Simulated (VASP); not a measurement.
Here is a VASP 6.6.1 calculation.

INCAR

```
SYSTEM = CdS
ALGO = Normal ; EDIFF = 1E-6
ENCUT = 520 ; ISIF = 2
ISMEAR = 0 ; LASPH = .True.
LCHARG = .False. ; LREAL = .False.
LWAVE = .False. ; NBANDS = 26
NELM = 100 ; PREC = Accurate
SIGMA = 0.01
```

The input KPOINTS:

```
k-points
0
Gamma
  6 6 4
  0 0 0
```

POSCAR

```
CdS
1.0
    4.0543031108      0.0000000000      0.0000000000
   -2.0271515554      3.5111294886      0.0000000000
    0.0000000000      0.0000000000      6.6043200384
Cd S
2 2
Direct
    0.3333333333      0.6666666667     -0.0005540367
    0.6666666667      0.3333333333      0.4994459633
    0.3333333333      0.6666666667      0.3755540367
    0.6666666667      0.3333333333      0.8755540367
```

Potentials or basis: VASP PAW LDA potentials, release 64 (Cd, S).

Launch:

```bash
$ cat potpaw_LDA.64/Cd/POTCAR potpaw_LDA.64/S/POTCAR > POTCAR
$ mpirun -np 1 vasp_std > vasp.out
```

(1) Predict the pressure.

(2) Estimate the band gap on the k mesh.

## Answers

(1) 1.6 GPa.

(2) 1.09 eV, direct.
